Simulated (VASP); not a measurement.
Write the native input for VASP 6.6.1 that does the following.

- Task: relaxation of cell and atoms
- Functional: PBE
- Potentials or basis: VASP PAW PBE potentials, release 64 (Hf_pv)
- Cutoff: 600 eV
- k mesh: 14 × 14 × 14
- Occupations: fermi-dirac, width 0.08 eV
- Spin: no spin polarisation
- Target pressure: 30 GPa
- Dipole correction: no
- Further INCAR settings: ALGO = Normal; EDIFF = 1e-07; IBRION = 2; EDIFFG = -0.005; NSW = 32; ISIF = 3

The structure of Hf lies in POSCAR:

```
Hf
1.0
    2.6766817788      0.0000000000      0.0000000000
    0.0000000000      2.6766817788      0.0000000000
    0.0000000000      0.0000000000      2.6766817788
Hf
1
Direct
    0.0000000000      0.0000000000      0.0000000000
```

These files were run (other wordings do the same):

INCAR

```
SYSTEM = Hf
PREC = Accurate
ENCUT = 600
EDIFF = 1E-7
ISMEAR = -1
SIGMA = 0.08
LREAL = .False.
LASPH = .True.
NELM = 60
ALGO = Normal
ISIF = 3
LWAVE = .False.
LCHARG = .False.
GGA = PE
IBRION = 2
NSW = 32
EDIFFG = -0.005
PSTRESS = 300.0
```

KPOINTS

```
regular mesh
0
Gamma
  14 14 14
  0 0 0
```

Potentials or basis: VASP PAW PBE potentials, release 64 (Hf_pv).

Launch:

```bash
$ cat potpaw_PBE.64/Hf_pv/POTCAR > POTCAR
$ mpirun -np 1 vasp_std > vasp.out
```

It gave:

The relaxed volume is 19.11 Å³/atom. The relaxed cell is a = 2.673 Å, b = 2.673 Å, c = 2.673 Å, α = 90.00°, β = 90.00°, γ = 90.00° and the space group after relaxing (to 0.05 Å) is Pm-3m (No. 221). The energy change on relaxing (the enthalpy is what falls) is +12.8 meV/atom, the ionic steps are 3 and the pressure after relaxing is 30.0 GPa. The band gap on the k mesh is zero (band 5 reaches 6.53 eV, above the bottom of band 6 at 3.42 eV).

Caveat: the cell is relaxed towards a set pressure, so the enthalpy falls and the energy may rise; spin-orbit coupling is left out, which moves the levels of the heavy elements.

Run time: 65 s on 1 thread of AMD EPYC 7R43 64-Core Processor (Zen 3), with other jobs on the host, peak memory 0.13 GiB.
